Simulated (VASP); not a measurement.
# Pd in VASP: notebook, part 2 of 3

VASP 6.6.1. Earlier steps stand in the parts before.

### Step 3. Electric field gradients, PBE (equal xy, yz and zx shear strains of +1 %)

File INCAR:

```
SYSTEM = Pd
PREC     = Accurate       ! precision mode
ENCUT    = 520            ! plane-wave cutoff, eV
EDIFF    = 1E-8           ! SCF threshold, eV
ISMEAR   = -1             ! smearing method
SIGMA    = 0.05           ! smearing width, eV
LREAL    = .False.        ! projectors in reciprocal space
LASPH    = .True.         ! aspherical terms in the spheres
NELM     = 60             ! most SCF steps
ALGO     = Normal         ! electronic algorithm
ISIF     = 2              ! what is computed and relaxed
LWAVE    = .False.        ! write WAVECAR
LCHARG   = .False.        ! write CHGCAR
GGA      = PE             ! functional
LEFG     = .True.       
NBANDS   = 11             ! bands
```

File KPOINTS:

```
Automatic mesh
0
Gamma
  18 18 18
  0 0 0
```

File POSCAR:

```
Pd
1.0
    0.0194490000      1.9546245000      1.9546245000
    1.9546245000      0.0194490000      1.9546245000
    1.9546245000      1.9546245000      0.0194490000
Pd
1
Direct
    0.0000000000      0.0000000000      0.0000000000
```

Potentials or basis: VASP PAW PBE potentials, release 64 (Pd).

The run is started by

```sh
$ cat potpaw_PBE.64/Pd/POTCAR > POTCAR
$ mpirun -np 1 vasp_std > vasp.out
```

OUTCAR:

```text
SYSTEM = Pd
   PREC = Accurate
   ENCUT = 520
   EDIFF = 1E-8
   ISMEAR = -1
   LREAL = .False.
   LASPH = .True.
   NELM = 60
   ISIF = 2
   GGA = PE

 ion  position               nearest neighbor table
   1  0.000  0.000  0.000-

  LATTYP: Found a trigonal (rhomboedric) cell.
 ALAT       =     2.7643248969
 COS(alpha) =     0.5099250056

  Lattice vectors:

 A1 = (   0.0194490000,   1.9546245000,   1.9546245000)
 A2 = (   1.9546245000,   0.0194490000,   1.9546245000)
 A3 = (   1.9546245000,   1.9546245000,   0.0194490000)

Analysis of symmetry for initial positions (statically):
=====================================================================
 Subroutine PRICEL returns:
 Original cell was already a primitive cell.

 Routine SETGRP: Setting up the symmetry group for a
 trigonal (rhombohedral) supercell.

 Subroutine GETGRP returns: Found 12 space group operations
[... 519 lines left out ...]

 VOLUME and BASIS-vectors are now :
 -----------------------------------------------------------------------------
  energy-cutoff  :      520.00
  volume of cell :       14.71
      direct lattice vectors                 reciprocal lattice vectors
     0.019449000  1.954624500  1.954624500    -0.259653581  0.257095417  0.257095417
     1.954624500  0.019449000  1.954624500     0.257095417 -0.259653581  0.257095417
     1.954624500  1.954624500  0.019449000     0.257095417  0.257095417 -0.259653581

 POSITION                                       TOTAL-FORCE (eV/Angst)
 -----------------------------------------------------------------------------------
      0.00000      0.00000      0.00000         0.000000      0.000000      0.000000
 -----------------------------------------------------------------------------------
    total drift:                               -0.000000      0.000000     -0.000000

  FREE ENERGIE OF THE ION-ELECTRON SYSTEM (eV)
  ---------------------------------------------------
  free  energy   TOTEN  =        -5.2156438171 eV

  energy  without entropy=       -5.1977773476  energy(sigma->0) =       -5.20671058

 Electric field gradients (V/A^2)
---------------------------------------------------------------------
 ion       V_xx      V_yy      V_zz      V_xy      V_xz      V_yz
---------------------------------------------------------------------
   1       0.000    -0.000     0.000    -1.806    -1.806    -1.806
---------------------------------------------------------------------

 Electric field gradients after diagonalization (V/A^2)
 (convention: |V_zz| > |V_xx| > |V_yy|)
----------------------------------------------------------------------
 ion       V_xx      V_yy      V_zz     asymmetry (V_yy - V_xx)/ V_zz
----------------------------------------------------------------------
   1       1.806     1.806    -3.612       0.000
----------------------------------------------------------------------

           NMR quadrupolar parameters

 Cq : quadrupolar parameter    Cq=e*Q*V_zz/h
 eta: asymmetry parameters     (V_yy - V_xx)/ V_zz
 Q  : nuclear electric quadrupole moment in mb (millibarn)
----------------------------------------------------------------------
 ion       Cq(MHz)       eta       Q (mb)
----------------------------------------------------------------------
   1      -0.009       0.000       1.000
----------------------------------------------------------------------
```

OSZICAR:

```text
N       E                     dE             d eps       ncg     rms          rms(c)
DAV:   1     0.429490438065E+02    0.42949E+02   -0.51450E+03 12808   0.853E+02
DAV:   2    -0.494256080458E+01   -0.47892E+02   -0.46261E+02 14317   0.183E+02
DAV:   3    -0.549261290073E+01   -0.55005E+00   -0.54754E+00 15248   0.211E+01
DAV:   4    -0.549506050069E+01   -0.24476E-02   -0.24472E-02 15491   0.148E+00
DAV:   5    -0.549508744970E+01   -0.26949E-04   -0.26948E-04 16957   0.140E-01    0.782E+00
DAV:   6    -0.522971766152E+01    0.26537E+00   -0.10705E+00 15748   0.843E+00    0.384E+00
DAV:   7    -0.521935781559E+01    0.10360E-01   -0.25077E-02 16686   0.104E+00    0.197E+00
DAV:   8    -0.521566388816E+01    0.36939E-02   -0.13849E-03 15922   0.329E-01    0.898E-02
DAV:   9    -0.521564032971E+01    0.23558E-04   -0.15327E-04 16201   0.105E-01    0.281E-02
DAV:  10    -0.521564491317E+01   -0.45835E-05   -0.11812E-05 15880   0.305E-02    0.113E-02
DAV:  11    -0.521564364940E+01    0.12638E-05   -0.30645E-07 16723   0.561E-03    0.247E-03
DAV:  12    -0.521564380822E+01   -0.15881E-06   -0.49868E-09 13464   0.575E-04    0.205E-04
DAV:  13    -0.521564381709E+01   -0.88692E-08   -0.69589E-10 10844   0.256E-04
   1 F= -.52156438E+01 E0= -.52067106E+01  d E =-.178665E-01
```

stdout:

```text
POSCAR found type information on POSCAR Pd
 POSCAR found :  1 types and       1 ions
 scaLAPACK will be used
 LDA part: xc-table for (Slater+PW92), standard interpolation
 POSCAR, INCAR and KPOINTS ok, starting setup
 FFT: planning ... GRIDC
 FFT: planning ... GRID_SOFT
 FFT: planning ... GRID
 WAVECAR not read
 entering main loop
ion   1
```

It took 68 s on 1 thread of Intel Xeon Platinum 8488C (Sapphire Rapids), shared host; peak memory 0.22 GiB.

Results:

```yaml
Free_energy: -5.2156 eV
Pressure: 7.3 GPa
Band_gap_on_the_k_mesh: zero (band 5 reaches 10.12 eV, above the bottom of band 6 at 8.52 eV)
```

Stress tensor (GPa, compression positive):
```
 7.31 -0.79 -0.79
-0.79  7.31 -0.79
-0.79 -0.79  7.31
```

Levels at points of the mesh, in eV from the Fermi level:
```csv
k point,band 3,band 4,band 5,band 6,band 7,band 8
"(0.00, 0.00, 0.00)",-2.81,-2.81,-1.23,-1.23,17.19,21.66
"(0.50, 0.00, 0.00)",-2.81,-0.06,0.02,1.05,7.42,16.51
"(0.50, 0.50, 0.00)",-0.06,0.29,0.29,3.35,10.80,13.04
"(0.50, 0.50, 0.50)",-2.89,-0.05,-0.05,0.88,7.12,16.68
```

Electric field gradients, principal values (V/Å²):
```csv
atom,least,middle,greatest (by size)
1 Pd,1.806,1.806,-3.612
```

Caveat: the cell differs from its parent crystal (equal xy, yz and zx shear strains of +1 %); without QUAD_EFG the Cq values of the log hold for a quadrupole moment of 1 mb, not for the nuclei.

### Step 4. Electric field gradients, PBE (equal xy, yz and zx shear strains of +3 %)

File INCAR:

```
SYSTEM = Pd
ALGO = Normal
EDIFF = 1E-8
ENCUT = 520
GGA = PE
ISIF = 2
ISMEAR = -1
LASPH = .True.
LCHARG = .False.
LEFG = .True.
LREAL = .False.
LWAVE = .False.
NBANDS = 11
NELM = 60
PREC = Accurate
SIGMA = 0.05
```

File KPOINTS:

```
k-points
0
Gamma
  18 18 18
  0 0 0
```

File POSCAR:

```
Pd
1.0
    0.0583470000      1.9740735000      1.9740735000
    1.9740735000      0.0583470000      1.9740735000
    1.9740735000      1.9740735000      0.0583470000
Pd
1
Direct
    0.0000000000      0.0000000000      0.0000000000
```

Potentials or basis: VASP PAW PBE potentials, release 64 (Pd).

The run is started by

```sh
$ cat potpaw_PBE.64/Pd/POTCAR > POTCAR
$ mpirun -np 1 vasp_std > vasp.out
```

OUTCAR:

```text
SYSTEM = Pd
   EDIFF = 1E-8
   ENCUT = 520
   GGA = PE
   ISIF = 2
   ISMEAR = -1
   LASPH = .True.
   LREAL = .False.
   NELM = 60
   PREC = Accurate

 ion  position               nearest neighbor table
   1  0.000  0.000  0.000-

  LATTYP: Found a trigonal (rhomboedric) cell.
 ALAT       =     2.7923711679
 COS(alpha) =     0.5293254421

  Lattice vectors:

 A1 = (   0.0583470000,   1.9740735000,   1.9740735000)
 A2 = (   1.9740735000,   0.0583470000,   1.9740735000)
 A3 = (   1.9740735000,   1.9740735000,   0.0583470000)

Analysis of symmetry for initial positions (statically):
=====================================================================
 Subroutine PRICEL returns:
 Original cell was already a primitive cell.

 Routine SETGRP: Setting up the symmetry group for a
 trigonal (rhombohedral) supercell.

 Subroutine GETGRP returns: Found 12 space group operations
 (whereof 12 operations were pure point group operations)
 out of a pool of 12 trial point group operations.

The static configuration has the point symmetry D_3d.

Analysis of symmetry for dynamics (positions and initial velocities):
=====================================================================
 Subroutine PRICEL returns:
 Original cell was already a primitive cell.

 Routine SETGRP: Setting up the symmetry group for a
 trigonal (rhombohedral) supercell.

 Subroutine GETGRP returns: Found 12 space group operations
 (whereof 12 operations were pure point group operations)
 out of a pool of 12 trial point group operations.

The dynamic configuration has the point symmetry D_3d.

 Subroutine INISYM returns: Found 12 space group operations
 (whereof 12 operations are pure point group operations),
[... 151 lines left out ...]
      1       2.6736      2.00000
      2       6.7165      2.00000
      3       7.0830      2.00000
      4       7.0830      2.00000
      5       8.6325      2.00000
      6       8.6325      2.00000
      7      26.9629      0.00000
      8      30.9160      0.00000
      9      32.3460      0.00000
     10      32.3460      0.00000
     11      36.0410      0.00000
[... 309 lines left out ...]
 k-point    24 :      -0.2222    0.0556   -0.0000
  band No.  band energies     occupation
      1       4.4355      2.00000
      2       6.7732      2.00000
      3       7.1475      2.00000
      4       7.5740      2.00000
      5       8.4052      2.00000
      6       8.9770      2.00000
      7      25.0916      0.00000
      8      28.1493      0.00000
      9      31.9708      0.00000
     10      34.1998      0.00000
     11      34.7652      0.00000

 [... further k-points ...]
[... 5 lines left out ...]
  --------------------------------------------------------------------------------------
  -------------------------------------------------------------------------------------
  Total        0.7155965      0.7155965      0.7155965     -0.2268785     -0.2268785     -0.2268785
  in kB       77.9735482     77.9735482     77.9735482    -24.7213584    -24.7213584    -24.7213584
  external PRESSURE =      77.9735482 kB  Pullay stress =       0.0000000 kB

 VOLUME and BASIS-vectors are now :
 -----------------------------------------------------------------------------
  energy-cutoff  :      520.00
  volume of cell :       14.70
      direct lattice vectors                 reciprocal lattice vectors
     0.058347000  1.974073500  1.974073500    -0.264798526  0.257196654  0.257196654
     1.974073500  0.058347000  1.974073500     0.257196654 -0.264798526  0.257196654
     1.974073500  1.974073500  0.058347000     0.257196654  0.257196654 -0.264798526

 POSITION                                       TOTAL-FORCE (eV/Angst)
 -----------------------------------------------------------------------------------
      0.00000      0.00000      0.00000        -0.000000     -0.000000      0.000000
 -----------------------------------------------------------------------------------
    total drift:                               -0.000000      0.000000     -0.000000

  FREE ENERGIE OF THE ION-ELECTRON SYSTEM (eV)
  ---------------------------------------------------
  free  energy   TOTEN  =        -5.2064257389 eV

  energy  without entropy=       -5.1897807150  energy(sigma->0) =       -5.19810323

 Electric field gradients (V/A^2)
---------------------------------------------------------------------
 ion       V_xx      V_yy      V_zz      V_xy      V_xz      V_yz
---------------------------------------------------------------------
   1      -0.000     0.000     0.000    -5.246    -5.246    -5.246
---------------------------------------------------------------------

 Electric field gradients after diagonalization (V/A^2)
 (convention: |V_zz| > |V_xx| > |V_yy|)
----------------------------------------------------------------------
 ion       V_xx      V_yy      V_zz     asymmetry (V_yy - V_xx)/ V_zz
----------------------------------------------------------------------
   1       5.246     5.246   -10.492       0.000
----------------------------------------------------------------------

           NMR quadrupolar parameters

 Cq : quadrupolar parameter    Cq=e*Q*V_zz/h
 eta: asymmetry parameters     (V_yy - V_xx)/ V_zz
 Q  : nuclear electric quadrupole moment in mb (millibarn)
----------------------------------------------------------------------
 ion       Cq(MHz)       eta       Q (mb)
----------------------------------------------------------------------
   1      -0.025       0.000       1.000
----------------------------------------------------------------------
```

OSZICAR:

```text
N       E                     dE             d eps       ncg     rms          rms(c)
DAV:   1     0.424152987092E+02    0.42415E+02   -0.51647E+03 12824   0.854E+02
DAV:   2    -0.491467410130E+01   -0.47330E+02   -0.45878E+02 14298   0.184E+02
DAV:   3    -0.548357285066E+01   -0.56890E+00   -0.56709E+00 15439   0.213E+01
DAV:   4    -0.548610955464E+01   -0.25367E-02   -0.25363E-02 15473   0.149E+00
DAV:   5    -0.548613697217E+01   -0.27418E-04   -0.27419E-04 17041   0.140E-01    0.785E+00
DAV:   6    -0.522077694551E+01    0.26536E+00   -0.10716E+00 15793   0.842E+00    0.386E+00
DAV:   7    -0.521015078522E+01    0.10626E-01   -0.24171E-02 16824   0.104E+00    0.198E+00
DAV:   8    -0.520644581940E+01    0.37050E-02   -0.13868E-03 15910   0.327E-01    0.855E-02
DAV:   9    -0.520642281093E+01    0.23008E-04   -0.15527E-04 16263   0.106E-01    0.322E-02
DAV:  10    -0.520642731318E+01   -0.45023E-05   -0.17830E-05 15787   0.370E-02    0.157E-02
DAV:  11    -0.520642551480E+01    0.17984E-05   -0.99635E-07 16515   0.945E-03    0.334E-03
DAV:  12    -0.520642574236E+01   -0.22757E-06   -0.11271E-08 15282   0.814E-04    0.133E-04
DAV:  13    -0.520642573892E+01    0.34421E-08   -0.79105E-10 10874   0.277E-04
   1 F= -.52064257E+01 E0= -.51981032E+01  d E =-.166450E-01
```

stdout:

```text
POSCAR found type information on POSCAR Pd
 POSCAR found :  1 types and       1 ions
 scaLAPACK will be used
 LDA part: xc-table for (Slater+PW92), standard interpolation
 POSCAR, INCAR and KPOINTS ok, starting setup
 FFT: planning ... GRIDC
 FFT: planning ... GRID_SOFT
 FFT: planning ... GRID
 WAVECAR not read
 entering main loop
ion   1
```

Run time: 72 s. Hardware: 1 thread of Intel Xeon Platinum 8488C (Sapphire Rapids), shared host; peak memory 0.22 GiB.

Results:

```
Free energy            : -5.2064 eV
Pressure               : 7.8 GPa
Band gap on the k mesh : zero (band 5 reaches 10.15 eV, above the bottom of band 6 at 8.51 eV)
```

Stress tensor (GPa, compression positive):
```
 7.80 -2.47 -2.47
-2.47  7.80 -2.47
-2.47 -2.47  7.80
```

Electric field gradients, principal values (V/Å²):
```
atom  least  middle  greatest (by size)
1 Pd  5.246   5.246             -10.492
```

Caveat: the cell differs from its parent crystal (equal xy, yz and zx shear strains of +3 %); without QUAD_EFG the Cq values of the log hold for a quadrupole moment of 1 mb, not for the nuclei.

(Part 2 of 3 ends here.)
